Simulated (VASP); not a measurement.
Wanted: the native input for a VASP 6.6.1 run.

```
Task                   : single point
Functional             : PBEsol
Potentials or basis    : VASP PAW PBE potentials, release 64 (Se)
Cutoff                 : 520 eV
k mesh                 : 12 × 12 × 8
Occupations            : gaussian, width 0.01 eV
Spin                   : no spin polarisation
Dipole correction      : no
Further INCAR settings : ALGO = Normal; EDIFF = 1e-06; NBANDS = 16
```

The structure of Se lies in POSCAR:

```
Se
1.0
    3.9661019327      0.0000000000      0.0000000000
   -1.9830509663      3.4347450277      0.0000000000
    0.0000000000      0.0000000000      5.2753679891
Se
3
Direct
    0.2690000000      0.0000000000      0.1666666667
    0.0000000000      0.2690000000      0.8333333333
    0.7310000000      0.7310000000      0.5000000000
```

This cell differs from its parent crystal: Te replaced by Se, lengths x 0.922, strained.

These files were run (other wordings do the same):

INCAR

```
SYSTEM = Se
ALGO = Normal
EDIFF = 1E-6
ENCUT = 520
GGA = PS
ISIF = 2
ISMEAR = 0
LASPH = .True.
LCHARG = .True.
LELF = .True.
LREAL = .False.
LVHAR = .True.
LWAVE = .False.
NBANDS = 16
NELM = 100
PREC = Accurate
SIGMA = 0.01
```

KPOINTS

```
k-points
0
Gamma
  12 12 8
  0 0 0
```

Potentials or basis: VASP PAW PBE potentials, release 64 (Se).

The run is started by

```sh
$ cat potpaw_PBE.64/Se/POTCAR > POTCAR
$ mpirun -np 1 vasp_std > vasp.out
```

Results of the run:

| Quantity | Value |
| --- | --- |
| Pressure | -3.4 GPa |
| Largest force | 0.512 eV/Å |
| Band gap on the k mesh | 0.17 eV |

Caveat: the cell differs from its parent crystal (Te replaced by Se, lengths x 0.922, strained); the cell stands under tension; semilocal functionals underestimate gaps, and a narrow one can read as zero; the PAW data sets were made with another functional, which shifts forces and pressure a little.

It took 97 s on 1 thread of Intel(R) Xeon(R) Platinum 8488C (Sapphire Rapids), on a shared host, peak memory 0.25 GiB.
